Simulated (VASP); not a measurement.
# CO2 (Cmce) in VASP: notebook

CO2 is run at these levels: r2SCAN+D3(BJ); tasks: single point, relaxation of cell and atoms.

Everything below comes from runs of VASP 6.6.1. Logs are shortened: lines on timing, memory, paths and dates and some standing lists are left out, and cuts for length are marked.

**1. The cell of the first run**

It takes space group Cmce (No. 64, orthorhombic). The conventional cell has a = 4.712 Å, b = 4.323 Å, c = 5.981 Å, α = 90.00°, β = 90.00°, γ = 90.00°. C (site symmetry 2/m) has 2 O at 1.16 Å within 1.6 Å. Within 1.6 Å of O (site symmetry m) lie 1 C at 1.16 Å.

**2. Single point, r2SCAN+D3(BJ)**

Input file POSCAR:

```
CO2
1.0
    2.3559647501     -2.1613870538      0.0000000000
    2.3559647501      2.1613870538      0.0000000000
    0.0000000000      0.0000000000      5.9808021343
C O
2 4
Direct
    0.0000000000      0.0000000000      0.0000000000
    0.5000000000      0.5000000000      0.5000000000
    0.7857354635      0.2142645365      0.8845497083
    0.2142645365      0.7857354635      0.1154502917
    0.7142645365      0.2857354635      0.3845497083
    0.2857354635      0.7142645365      0.6154502917
```

Input file INCAR.step1:

```
SYSTEM = CO2
PREC = Accurate
ENCUT = 520
ISMEAR = 0
SIGMA = 0.1
LREAL = .False.
LASPH = .True.
NELM = 100
NBANDS = 25
GGA = PE
ALGO = Normal
EDIFF = 1E-4
LWAVE = .True.
LCHARG = .False.
```

Input file INCAR.step2:

```
SYSTEM = CO2
PREC = Accurate
ENCUT = 520
EDIFF = 1E-7
ISMEAR = 0
SIGMA = 0.1
LREAL = .False.
LASPH = .True.
NELM = 100
ALGO = Normal
ISIF = 2
LWAVE = .False.
LCHARG = .True.
METAGGA = R2SCAN
LMIXTAU = .True.
IVDW = 12
VDW_S6 = 1.0
VDW_S8 = 0.78981345
VDW_A1 = 0.49484001
VDW_A2 = 5.73083694
LELF = .True.
LVHAR = .True.
NBANDS = 25
ISTART = 1
```

Input file KPOINTS:

```
Automatic mesh
0
Gamma
  6 6 4
  0 0 0
```

Potentials or basis: VASP PAW PBE potentials, release 64 (C, O).

Started as:

```bash
$ cat potpaw_PBE.64/C/POTCAR potpaw_PBE.64/O/POTCAR > POTCAR
$ cp INCAR.step1 INCAR
$ mpirun -np 1 vasp_std > vasp.out
$ cp INCAR.step2 INCAR
$ mpirun -np 1 vasp_std > vasp.out
```

OUTCAR:

```text
SYSTEM = CO2
   PREC = Accurate
   ENCUT = 520
   EDIFF = 1E-7
   ISMEAR = 0
   LREAL = .False.
   LASPH = .True.
   NELM = 100
   ISIF = 2
   METAGGA = R2SCAN
   IVDW = 12
   ISTART = 1
 IVDW          = 12

 ion  position               nearest neighbor table
   1  0.000  0.000  0.000-   3 1.16   4 1.16
   2  0.500  0.500  0.500-   5 1.16   6 1.16
   3  0.786  0.214  0.885-   1 1.16
   4  0.214  0.786  0.115-   1 1.16
   5  0.714  0.286  0.385-   2 1.16
   6  0.286  0.714  0.615-   2 1.16

  LATTYP: Found a base centered orthorhombic cell.
 ALAT       =     4.3227741076
 B/A-ratio  =     1.0900244572
 C/A-ratio  =     1.3835564814

  Lattice vectors:

 A1 = (  -2.3559647501,  -2.1613870538,   0.0000000000)
 A2 = (   2.3559647501,  -2.1613870538,   0.0000000000)
 A3 = (   0.0000000000,   0.0000000000,   5.9808021343)

Analysis of symmetry for initial positions (statically):
=====================================================================
 Subroutine PRICEL returns:
 Original cell was already a primitive cell.

 Routine SETGRP: Setting up the symmetry group for a
 base centered orthorhombic supercell.

 Subroutine GETGRP returns: Found  8 space group operations
 (whereof  4 operations were pure point group operations)
 out of a pool of  8 trial point group operations.

The static configuration has the point symmetry C_2h.
 The point group associated with its full space group is D_2h.

Analysis of symmetry for dynamics (positions and initial velocities):
=====================================================================
 Subroutine PRICEL returns:
 Original cell was already a primitive cell.

 Routine SETGRP: Setting up the symmetry group for a
 base centered orthorhombic supercell.

 Subroutine GETGRP returns: Found  8 space group operations
 (whereof  4 operations were pure point group operations)
 out of a pool of  8 trial point group operations.

The dynamic configuration has the point symmetry C_2h.
 The point group associated with its full space group is D_2h.

 Subroutine INISYM returns: Found  8 space group operations
 (whereof  4 operations are pure point group operations),
 and found     1 'primitive' translations

----------------------------------------------------------------------------------------

                                     Primitive cell

  volume of cell :      60.9103

  direct lattice vectors                    reciprocal lattice vectors
     2.355964750 -2.161387054  0.000000000     0.212227284 -0.231332930  0.000000000
     2.355964750  2.161387054  0.000000000     0.212227284  0.231332930  0.000000000
     0.000000000  0.000000000  5.980802134     0.000000000  0.000000000  0.167201652

  length of vectors
     3.197211895  3.197211895  5.980802134     0.313935255  0.313935255  0.167201652

  position of ions in fractional coordinates (direct lattice)
     0.000000000  0.000000000  0.000000000
     0.500000000  0.500000000  0.500000000
     0.785735464  0.214264536  0.884549708
     0.214264536  0.785735464  0.115450292
     0.714264536  0.285735464  0.384549708
     0.285735464  0.714264536  0.615450292

  ion indices of the primitive-cell ions
   primitive index   ion index
                 1           1
                 2           2
                 3           3
                 4           4
                 5           5
                 6           6

----------------------------------------------------------------------------------------

 KPOINTS: Automatic mesh

Automatic generation of k-mesh.
 Grid dimensions read from file:
 generate k-points for:    6    6    4

 Generating k-lattice:

  Cartesian coordinates                     Fractional coordinates (reciprocal lattice)
     0.035371214 -0.038555488  0.000000000     0.166666667 -0.000000000  0.000000000
     0.035371214  0.038555488  0.000000000    -0.000000000  0.166666667  0.000000000
     0.000000000  0.000000000  0.041800413     0.000000000  0.000000000  0.250000000

  Length of vectors
     0.052322543  0.052322543  0.041800413

  Shift w.r.t. Gamma in fractional coordinates (k-lattice)
     0.000000000  0.000000000  0.000000000

 Subroutine IBZKPT returns following result:
 ===========================================

 Found     39 irreducible k-points:

 Following reciprocal coordinates:
            Coordinates               Weight
  0.000000  0.000000  0.000000      1.000000
  0.166667  0.000000  0.000000      4.000000
  0.333333 -0.000000  0.000000      4.000000
  0.500000 -0.000000  0.000000      2.000000
  0.166667  0.166667  0.000000      2.000000
  0.333333  0.166667  0.000000      4.000000
[... 16 lines left out ...]
  0.333333  0.333333  0.250000      4.000000
  0.500000  0.333333  0.250000      8.000000
 [... further k-points ...]
   k-points           NKPTS =     39   k-points in BZ     NKDIM =     39   number of bands    NBANDS=     25
   number of dos      NEDOS =    301   number of ions     NIONS =      6
   total plane-waves  NPLWV =  27648
   dimension x,y,z NGX =    24 NGY =   24 NGZ =   48
   dimension x,y,z NGXF=    48 NGYF=   48 NGZF=   96
   ions per type =               2   4
   NGX,Y,Z   is equivalent  to a cutoff of  12.48, 12.48, 13.34 a.u.
   NGXF,Y,Z  is equivalent  to a cutoff of  24.96, 24.96, 26.68 a.u.
 SYSTEM =  CO2
   PREC   = accura    normal or accurate (medium, high low for compatibility)
   ISTART =      1    job   : 0-new  1-cont  2-samecut
   ICHARG =      0    charge: 1-file 2-atom 10-const
   ISPIN  =      1    spin polarized calculation?
   LNONCOLLINEAR =      F non collinear calculations
   LSORBIT =      F    spin-orbit coupling
   LASPH  =      T    aspherical Exc in radial PAW
   ENCUT  =  520.0 eV  38.22 Ry    6.18 a.u.   5.94  5.94 11.12*2*pi/ulx,y,z
   NELM   =    100;   NELMIN=  2; NELMDL=  0     # of ELM steps
   EDIFF  = 0.1E-06   stopping-criterion for ELM
   LREAL  =      F    real-space projection
   EDIFFG = 0.1E-05   stopping-criterion for IOM
   NSW    =      0    number of steps for IOM
   IBRION =     -1    ionic relax: 0-MD 1-quasi-New 2-CG
   NFREE  =      0    steps in history (QN), initial steepest desc. (CG)
   ISIF   =      2    stress and relaxation
   ISYM   =      2    0-nonsym 1-usesym 2-fastsym
   POTIM  = 0.5000    time-step for ionic-motion
   TEBEG  =    0.0;   TEEND  =   0.0 temperature during run
   PSTRESS=    0.0 pullay stress
   NELECT =      32.0000    total number of electrons
   NUPDOWN=      -1.0000    fix difference up-down
   EMIN   =  10.00;   EMAX   =-10.00  energy-range for DOS
   EFERMI =   0.00;   METHOD = LEGACY
   ISMEAR =     0;   SIGMA  =   0.10  broadening in eV -4-tet -1-fermi 0-gaus
   EFERMI_NEDOS =   21; number of points for ismear=-14 and -15
   IALGO  =     38    algorithm
   IMIX   =      4    mixing-type and parameters
     AMIX     =   0.40;   BMIX     =  1.00
     AMIX_MAG =   1.60;   BMIX_MAG =  1.00
  volume/ion in A,a.u.               =      10.15        68.51
  Fermi-wavevector in a.u.,A,eV,Ry     =   1.320975  2.496281 23.741822  1.744975
  Thomas-Fermi vector in A             =   2.450762
   LORBIT       =      0    0 simple, 1 ext, 2 COOP (PROOUT), +10 PAW based schemes
   METAGGA = R2SCAN    functional components
   LHFCALC =     F    Hartree Fock is set to
   AEXX    =    0.0000 exact exchange contribution
   IVDW    =    12    specifies the selected vdW correction
   LEPSILON=     F    determine dielectric tensor
   LRPA    =     F    only Hartree local field effects (RPA)
 non-spin polarized calculation
 Gauss-broadening in eV      SIGMA  =   0.10
  energy-cutoff  :      520.00
  volume of cell :       60.91
 maximum number of plane-waves:      1664
   NGX = 11   NGY = 11   NGZ = 23

 number of electron      32.0000001 magnetization

 Free energy of the ion-electron system (eV)
  ---------------------------------------------------
  ext. energy  EPLUGINS =         0.00000000
  ---------------------------------------------------
  free energy    TOTEN  =       -50.94424191 eV

  energy without entropy =      -50.94424191  energy(sigma->0) =      -50.94424191

 E-fermi :  -0.6833     XC(G=0): -10.4043

 val. band max:       -1.1223775372   @ k =   0.5000   0.5000   0.0000
 cond. band min:       5.6470989571   @ k =   0.0000   0.0000   0.0000
 fundamental gap:      6.7694764943
 Fermi energy:        -0.6833301910

 k-point     1 :       0.0000    0.0000    0.0000
  band No.  band energies     occupation
      1     -24.0925      2.00000
      2     -23.6217      2.00000
      3     -22.4760      2.00000
      4     -22.2317      2.00000
      5      -7.6192      2.00000
      6      -7.0994      2.00000
[... 17 lines left out ...]
     24      16.7877      0.00000
     25      17.7125      0.00000

 k-point     2 :       0.1667    0.0000    0.0000
  band No.  band energies     occupation
      1     -23.9964      2.00000
      2     -23.5737      2.00000
      3     -22.4830      2.00000
      4     -22.2849      2.00000
      5      -7.8177      2.00000
      6      -7.1102      2.00000
[... 17 lines left out ...]
     24      16.1553      0.00000
     25      17.4048      0.00000

 k-point     3 :       0.3333   -0.0000    0.0000
  band No.  band energies     occupation
      1     -23.7590      2.00000
      2     -23.4901      2.00000
      3     -22.5066      2.00000
      4     -22.4153      2.00000
      5      -8.0196      2.00000
      6      -7.4024      2.00000
[... 552 lines left out ...]
 k-point    23 :       0.3333    0.3333    0.2500
  band No.  band energies     occupation
      1     -23.5485      2.00000
      2     -23.3454      2.00000
      3     -22.5067      2.00000
      4     -22.4821      2.00000
      5      -7.9790      2.00000
      6      -7.7339      2.00000
[... 17 lines left out ...]
     24      15.7864      0.00000
     25      16.1355      0.00000

 k-point    24 :       0.5000    0.3333    0.2500
  band No.  band energies     occupation
      1     -23.4236      2.00000
      2     -23.2993      2.00000
      3     -22.5378      2.00000
      4     -22.5271      2.00000
      5      -8.0398      2.00000
      6      -7.6783      2.00000
[... 17 lines left out ...]
     24      15.0808      0.00000
     25      15.5216      0.00000

 [... further k-points ...]

------------------------ aborting loop because EDIFF is reached ----------------------------------------

 Edisp (eV)   -0.30488

 E8    (eV) :    -0.0566

  FORCE on cell =-STRESS in cart. coord.  units (eV):
  Direction    XX          YY          ZZ          XY          YZ          ZX
  --------------------------------------------------------------------------------------
  -------------------------------------------------------------------------------------
  Total       3.24443     5.68850     4.60875     0.00000     0.00000     0.00000
  in kB      85.34118   149.62960   121.22799     0.00000     0.00000     0.00000
  external pressure =      118.73 kB  Pullay stress =        0.00 kB

 VOLUME and BASIS-vectors are now :
 -----------------------------------------------------------------------------
  energy-cutoff  :      520.00
  volume of cell :       60.91
      direct lattice vectors                 reciprocal lattice vectors
     2.355964750 -2.161387054  0.000000000     0.212227284 -0.231332930  0.000000000
     2.355964750  2.161387054  0.000000000     0.212227284  0.231332930  0.000000000
     0.000000000  0.000000000  5.980802134     0.000000000  0.000000000  0.167201652

 POSITION                                       TOTAL-FORCE (eV/Angst)
 -----------------------------------------------------------------------------------
      0.00000      0.00000      0.00000        -0.000000      0.000000     -0.000000
      2.35596      0.00000      2.99040         0.000000      0.000000     -0.000000
      2.35596     -1.23517      5.29032         0.000000      0.665460     -0.490067
      2.35596      1.23517      0.69049         0.000000     -0.665460      0.490067
      2.35596     -0.92622      2.29992         0.000000     -0.665460     -0.490067
      2.35596      0.92622      3.68089         0.000000      0.665460      0.490067
 -----------------------------------------------------------------------------------
    total drift:                                0.000000     -0.000000     -0.000000

  FREE ENERGIE OF THE ION-ELECTRON SYSTEM (eV)
  ---------------------------------------------------
  free  energy   TOTEN  =       -51.2491241286 eV

  energy  without entropy=      -51.2491241286  energy(sigma->0) =      -51.24912413
```

Run time: 67 s. Hardware: 1 thread of Intel Xeon 6975P-C (Granite Rapids), shared host; peak memory 0.19 GiB.

What came out:

- Free energy: -51.2491 eV
- Pressure: 11.9 GPa
- Largest force: 0.826 eV/Å
- Band gap on the k mesh: 6.77 eV, indirect (least direct gap 7.82 eV)
- Dispersion energy per atom: -0.051 eV

Forces in eV/Å, atoms in the order of the input:
```
C    0.000  0.000  0.000
C    0.000  0.000  0.000
O    0.000  0.665 -0.490
O    0.000 -0.665  0.490
O    0.000 -0.665 -0.490
O    0.000  0.665  0.490
```

Levels at points of the mesh, in eV from the valence-band top:
```tsv
k point	band 13	band 14	band 15	band 16	band 17	band 18	band 19	band 20
(0.00, 0.00, 0.00)	-1.77	-1.76	-1.09	-1.05	6.77	7.70	7.73	7.96
(0.50, 0.00, 0.00)	-1.23	-1.23	-0.49	-0.49	7.64	7.64	9.40	9.40
(0.50, 0.50, 0.00)	-1.95	-1.37	-0.69	0.00	8.04	9.89	10.05	10.21
(0.00, 0.00, 0.50)	-1.41	-1.41	-1.38	-1.38	7.34	7.34	8.56	8.56
(0.50, 0.00, 0.50)	-1.38	-1.38	-0.43	-0.43	7.79	7.79	9.49	9.49
(0.50, 0.50, 0.50)	-1.36	-1.36	-0.62	-0.62	9.10	9.10	9.95	9.95
```

Caveat: the PAW data sets were made with another functional, which shifts forces and pressure a little.

[end of part 1 of 2]
